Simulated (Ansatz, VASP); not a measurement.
# AlIn2As2P in VASP and in Ansatz

```
Al In P As
1.0
     4.10704    0.00000    0.00000
    -2.05352    3.55680    0.00000
     0.00000    0.00000    9.91233
Al In P As
1 2 1 2
Direct
  0.00000 0.00000 0.50000
  0.33333 0.66667 0.50000
  0.66667 0.33333 0.50000
  0.00000 0.00000 0.00000
  0.00000 0.00000 0.23207
  0.00000 0.00000 0.76793
```

Alike in both runs: task relaxation of cell and atoms; functional PBE; k mesh 6 × 6 × 2; occupations gaussian, width 0.1 eV; no spin polarisation.

|  | VASP | Ansatz |
| --- | --- | --- |
| version | VASP 6.6.1 | Ansatz 0.2.0 |
| potentials or method | VASP PAW PBE potentials, release 64 (Al, In_d, P, As), cutoff 600 eV | scalar-relativistic, plane waves, PAW |
| valence electrons in the cell | 44 | 64 |

Ansatz gave:

```
gap on the k mesh at the Fermi level, each at its own relaxed structure (eV) : none
relaxed volume (Å³/atom)                                                     : 37.88
relaxed length of the cell vector where the two differ most in proportion (Å)              : 5.265
```

Question: What did VASP give for the same quantities?

Answer: gap on the k mesh at the Fermi level, each at its own relaxed structure (eV): none; relaxed volume (Å³/atom): 37.77; relaxed length of the cell vector where the two differ most in proportion (Å): 5.255.

A gap of «none» marks a metal or a gap that the smearing closes. VASP's potentials hold 44 valence electrons a cell and Ansatz's 64, so a difference there can come from the potentials and not from the codes.

Noted on VASP's run: the volume moved by over 15 % at a fixed basis, so the end points are rough.
